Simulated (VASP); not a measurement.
Write the native input for VASP 6.6.1 that does the following.

```
Task                   : single point
Functional             : PBEsol
Dispersion             : D4
Potentials or basis    : VASP PAW PBE potentials, release 64 (Sn_d, O)
Cutoff                 : 520 eV
k mesh                 : 9 × 9 × 9
Occupations            : fermi-dirac, width 0.05 eV
Spin                   : no spin polarisation
Dipole correction      : no
Further INCAR settings : ALGO = Normal; EDIFF = 1e-06; NBANDS = 20
```

The structure of SnO2 lies in POSCAR:

```
SnO2
1.0
    0.0000000000      2.5330430968      2.5330430968
    2.5330430968      0.0000000000      2.5330430968
    2.5330430968      2.5330430968      0.0000000000
Sn O
1 2
Direct
    0.0000000000      0.0000000000      0.0000000000
    0.7500000000      0.7500000000      0.7500000000
    0.2500000000      0.2500000000      0.2500000000
```

The input as run:

INCAR

```
PREC = Accurate ; ENCUT = 520
EDIFF = 1E-6 ; ISMEAR = -1
SIGMA = 0.05 ; LREAL = F
LASPH = T ; NELM = 100
ALGO = Normal ; ISIF = 2
LWAVE = F ; LCHARG = T
GGA = PS ; IVDW = 13
LELF = T ; LVHAR = T
NBANDS = 20
```

KPOINTS

```
Automatic mesh
0
Gamma
  9 9 9
```

Potentials or basis: VASP PAW PBE potentials, release 64 (Sn_d, O).

Command:

```console
$ cat potpaw_PBE.64/Sn_d/POTCAR potpaw_PBE.64/O/POTCAR > POTCAR
$ mpirun -np 1 vasp_std > vasp.out
```

Results of the run:

The pressure is 0.6 GPa. The band gap on the k mesh is 0.29 eV, indirect (least direct gap 1.63 eV) and the dispersion energy per atom is -0.166 eV.

Caveat: the PAW data sets were made with another functional, which shifts forces and pressure a little; spin-orbit coupling is left out, which moves the levels of the heavy elements.

Run time: 22 s on 1 thread of Intel(R) Xeon(R) Platinum 8375C CPU @ 2.90GHz (Ice Lake) (shared host), peak memory 0.17 GiB.
